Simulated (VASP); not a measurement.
Input of a VASP 6.6.1 run:

File INCAR:

```
ALGO = Normal
EDIFF = 1E-6
ENCUT = 520
GGA = PE
ISIF = 2
ISMEAR = 0
LASPH = T
LCHARG = T
LELF = T
LREAL = F
LVHAR = T
LWAVE = F
NBANDS = 30
NELM = 60
PREC = Accurate
SIGMA = 0.1
```

Contents of KPOINTS:

```
k-points
0
Gamma
  12 12 12
```

File POSCAR:

```
Ti2BN3
1.0
    5.2843742850      0.0000000000      0.0000000000
   -2.6421871425      4.5764023739      0.0000000000
    0.0000000000      0.0000000000      3.3566873987
Ti B N
2 1 3
Direct
    0.3333333333      0.6666666667      0.5000000000
    0.6666666667      0.3333333333      0.5000000000
    0.0000000000      0.0000000000      0.5000000000
    0.7210070093      0.0000000000      0.5000000000
    0.0000000000      0.7210070093      0.5000000000
    0.2789929907      0.2789929907      0.5000000000
```

Potentials or basis: VASP PAW PBE potentials, release 64 (Ti_sv, B, N).

Command:

```bash
$ cat potpaw_PBE.64/Ti_sv/POTCAR potpaw_PBE.64/B/POTCAR potpaw_PBE.64/N/POTCAR > POTCAR
$ mpirun -np 1 vasp_std > vasp.out
```

Problem. Predict the band gap on the k mesh.

Solution. Zero (band 21 reaches 5.58 eV, above the bottom of band 22 at 4.09 eV).

Problem. Estimate the largest force.

Solution. 0.021 eV/Å.

Stress tensor (GPa, compression positive):
```
 0.27  0.00  0.00
 0.00  0.27  0.00
 0.00  0.00 -0.12
```
